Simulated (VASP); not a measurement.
# BeCdTe4: relaxation of cell and atoms with PBE

BeCdTe4:

```
CELL_PARAMETERS angstrom
0.00000 4.47179 4.47179
4.47179 0.00000 4.47179
4.47179 4.47179 0.00000
ATOMIC_POSITIONS crystal
Be 0.00000 0.00000 0.00000
Cd 0.75000 0.75000 0.75000
Te 0.87470 0.37510 0.37510
Te 0.37510 0.37510 0.37510
Te 0.37510 0.87470 0.37510
Te 0.37510 0.37510 0.87470
```

The cell was built from a structure type or drawn by symmetry, and may not be a known phase.

```
Program                : VASP 6.6.1
Task                   : relaxation of cell and atoms
Functional             : PBE
Potentials or basis    : VASP PAW PBE potentials, release 64 (Be, Cd, Te)
Cutoff                 : 600 eV
k mesh                 : 8 × 8 × 8
Occupations            : gaussian, width 0.1 eV
Spin                   : no spin polarisation
Dipole correction      : no
Further INCAR settings : ALGO = Normal; EDIFF = 1e-07; IBRION = 2; EDIFFG = -0.01; NSW = 100; ISIF = 3
```

| Property | Result |
| --- | --- |
| Relaxed volume | 30.57 Å³/atom |
| Relaxed cell | a = 6.378 Å, b = 6.378 Å, c = 6.378 Å, α = 60.00°, β = 60.00°, γ = 60.00° |
| Space group after relaxing (to 0.1 Å) | F-43m (No. 216) |
| Energy gained by relaxing | 2.2 meV/atom |
| Ionic steps | 2 |
| Pressure after relaxing | 0.0 GPa |
| Largest force after relaxing | 0.003 eV/Å |
| Band gap on the k mesh | zero (bands 19 and 20 overlap by 1.27 eV) |

Forces on the atoms (eV/Å):
```
Be   0.000  0.000  0.000
Cd   0.000  0.000  0.000
Te  -0.002  0.002  0.002
Te  -0.002 -0.002 -0.002
Te   0.002 -0.002  0.002
Te   0.002  0.002 -0.002
```

The path:
| step | energy change (eV) | largest force (eV/Å) | pressure (GPa) | volume (Å³) |
| --- | --- | --- | --- | --- |
| 1 | 0.0000 | 0.0153 | 0.95 | 178.84 |
| 2 | -0.0129 | 0.0033 | -0.02 | 183.45 |

Final structure:
```yaml
crystal:
  lattice:
    - [0.00000, 4.50985, 4.50985]
    - [4.50985, 0.00000, 4.50985]
    - [4.50985, 4.50985, 0.00000]
  atoms:
    - { symbol: Be, position: [0.00000, 0.00000, 0.00000] }
    - { symbol: Cd, position: [0.75000, 0.75000, 0.75000] }
    - { symbol: Te, position: [0.87484, 0.37505, 0.37505] }
    - { symbol: Te, position: [0.37505, 0.37505, 0.37505] }
    - { symbol: Te, position: [0.37505, 0.87484, 0.37505] }
    - { symbol: Te, position: [0.37505, 0.37505, 0.87484] }
```

Levels at points of the mesh, in eV from the Fermi level:
| k point | band 16 | band 17 | band 18 | band 19 | band 20 | band 21 | band 22 | band 23 |
| --- | --- | --- | --- | --- | --- | --- | --- | --- |
| (0.00, 0.00, 0.00) | -2.72 | -0.22 | 0.89 | 0.89 | 0.89 | 1.39 | 1.39 | 1.39 |
| (0.50, 0.00, 0.00) | -2.14 | -1.81 | -1.81 | -1.57 | 0.12 | 1.45 | 2.06 | 2.08 |
| (0.50, 0.50, 0.00) | -1.99 | -1.99 | -1.62 | -1.53 | 0.05 | 0.21 | 2.10 | 2.10 |

Run time: 3.5 min on 1 thread of Intel(R) Xeon(R) 6975P-C (Granite Rapids), on a shared host, peak memory 0.51 GiB.

Caveat: spin-orbit coupling is left out, which moves the levels of the heavy elements.
